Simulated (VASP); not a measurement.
Runs of VASP 6.6.1 on SiC. The structure is that of space group Pmn2_1 (No. 31), or close to it. The cells are those of the table. 

| cell | gap on the mesh (eV) | pressure (GPa) | largest force (eV/Å) |
| --- | --- | --- | --- |
| a = 4.348, b = 3.075, c = 10.224 Å, 12 atoms | 0.95 | -2.6 | 2.00 |
| a = 4.348, b = 3.075, c = 12.224 Å, 12 atoms | (b) | (c) | 3.19 |
| a = 4.348, b = 3.075, c = 11.224 Å, 12 atoms | (a) | -2.0 | 2.81 |
| a = 4.348, b = 3.075, c = 10.724 Å, 12 atoms | 0.77 | -2.4 | 2.34 |

Alike in all rows: task single point; level PBE; potentials or basis VASP PAW PBE potentials, release 64 (Si, C); no spin polarisation; k mesh 6 × 9 × 3; cutoff (eV) 520; smearing gaussian 0.05 eV.

Question: Fill in the values left out.

Answer: (a) 0.39; (b) 0.35; (c) -1.5.

Caveats: an odd mesh through Γ misses points on the zone boundary, where band edges can lie; forces of over 1 eV/Å act on the atoms, so gaps and moduli don't describe the material at rest.
